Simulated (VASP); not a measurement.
Sb:

```
Sb
1.0
     2.13974    1.23538    3.73278
    -2.13974    1.23538    3.73278
     0.00000   -2.47076    3.73278
Sb
2
Direct
  0.76651 0.76651 0.76651
  0.23349 0.23349 0.23349
```

Base run:

```yaml
Program: VASP 6.6.1
Functional: r2SCAN
Potentials_or_basis: VASP PAW PBE potentials, release 64 (Sb)
Cutoff: 520 eV
k_mesh: 8 × 8 × 8
Occupations: fermi-dirac, width 0.05 eV
Spin: no spin polarisation
```

Its results: band gap on the k mesh zero (band 5 reaches 7.68 eV, above the bottom of band 6 at 7.45 eV); pressure 3.1 GPa; largest force 0.162 eV/Å.

Task: The run is repeated on the same cell with these changes: functional from r2SCAN to PBE exchange alone. What comes out?

Result: Band gap on the k mesh zero (band 5 reaches 9.22 eV, above the bottom of band 6 at 8.96 eV); pressure 14.3 GPa; largest force 0.474 eV/Å.

Caveats: spin-orbit coupling is left out, which moves the levels of the heavy elements; the PAW data sets were made with another functional, which shifts forces and pressure a little (some runs).
